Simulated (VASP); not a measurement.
# ZnCu (CsCl type): single point with HSE06

The system is ZnCu (CsCl type).

```
Cu Zn
1.0
     2.88859    0.00000    0.00000
     0.00000    2.88859    0.00000
     0.00000    0.00000    2.88859
Cu Zn
1 1
Cartesian
  0.0000 0.0000 0.0000
  1.4443 1.4443 1.4443
```

- Program: VASP 6.6.1
- Task: single point
- Functional: HSE06
- Potentials or basis: VASP PAW PBE potentials, release 64 (Cu, Zn)
- Cutoff: 520 eV
- k mesh: 4 × 4 × 4
- Occupations: fermi-dirac, width 0.1 eV
- Spin: no spin polarisation
- Dipole correction: no
- Grid for exact exchange (PRECFOCK): Normal
- Further INCAR settings: ALGO = Normal; EDIFF = 1e-06; NBANDS = 18
- Share of exact exchange: 0.25
- Screening parameter: 0.2079 1/Å

| Property | Result |
| --- | --- |
| Pressure | 9.5 GPa |
| Band gap on the k mesh | zero (an odd number of electrons rules out a gap without spin polarisation) |

Levels at points of the mesh, in eV from the Fermi level:
| k point | band 7 | band 8 | band 9 | band 10 | band 11 | band 12 | band 13 | band 14 | band 15 | band 16 |
| --- | --- | --- | --- | --- | --- | --- | --- | --- | --- | --- |
| (0.00, 0.00, 0.00) | -5.62 | -5.62 | -4.54 | -4.54 | -4.54 | 7.01 | 7.01 | 7.01 | 12.19 | 12.19 |
| (0.50, 0.00, 0.00) | -6.51 | -5.75 | -5.19 | -5.19 | -4.64 | -3.37 | 13.11 | 13.11 | 13.70 | 13.70 |
| (0.50, 0.50, 0.00) | -5.34 | -4.73 | -4.73 | -4.30 | -2.69 | -2.69 | 2.07 | 2.54 | 15.56 | 16.82 |
| (0.50, 0.50, 0.50) | -6.30 | -6.30 | -4.28 | -4.28 | 4.59 | 4.59 | 4.59 | 4.83 | 4.83 | 4.83 |

Wall time 8.4 min on 1 thread of AMD EPYC 7R13, with other jobs on the host, peak memory 0.22 GiB.

Caveat: the k points lie up to 0.54 Å⁻¹ apart, too coarse for converged energies and pressures of a metal; the PAW data sets were made with another functional, which shifts forces and pressure a little.
